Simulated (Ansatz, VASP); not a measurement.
**Ga3Se in VASP and in Ansatz**

```
CELL_PARAMETERS angstrom
4.46011 0.00000 0.00000
0.00000 4.46011 0.00000
0.00000 0.00000 3.79109
ATOMIC_POSITIONS crystal
Ga 0.00000 0.50000 0.50000
Ga 0.50000 0.00000 0.50000
Ga 0.50000 0.50000 0.00000
Se 0.00000 0.00000 0.00000
```

Alike in both runs: task single point; functional PBEsol; dispersion D3(BJ); k mesh 12 × 12 × 12; occupations gaussian, width 0.15 eV; no spin polarisation.

|  | VASP | Ansatz |
| --- | --- | --- |
| version | VASP 6.6.1 | Ansatz 0.2.0 |
| potentials or method | VASP PAW PBE potentials, release 64 (Ga_d, Se), cutoff 520 eV | scalar-relativistic, plane waves, PAW |
| valence electrons in the cell | 45 | 55 |

Ansatz gave:

```
gap on the k mesh at the Fermi level (eV)                     : none
pressure (GPa)                                                : -0.7
traceless stress, the component that is largest in VASP (GPa) : -0.10
```

**Question.** Which values does VASP return?

**Answer.** gap on the k mesh at the Fermi level (eV): none; pressure (GPa): -0.6; traceless stress, the component that is largest in VASP (GPa): -0.11.

VASP's potentials were made for PBE, not for PBEsol. A gap of «none» marks a metal or a gap that the smearing closes. VASP's potentials hold 45 valence electrons a cell and Ansatz's 55, so a difference there can come from the potentials and not from the codes.
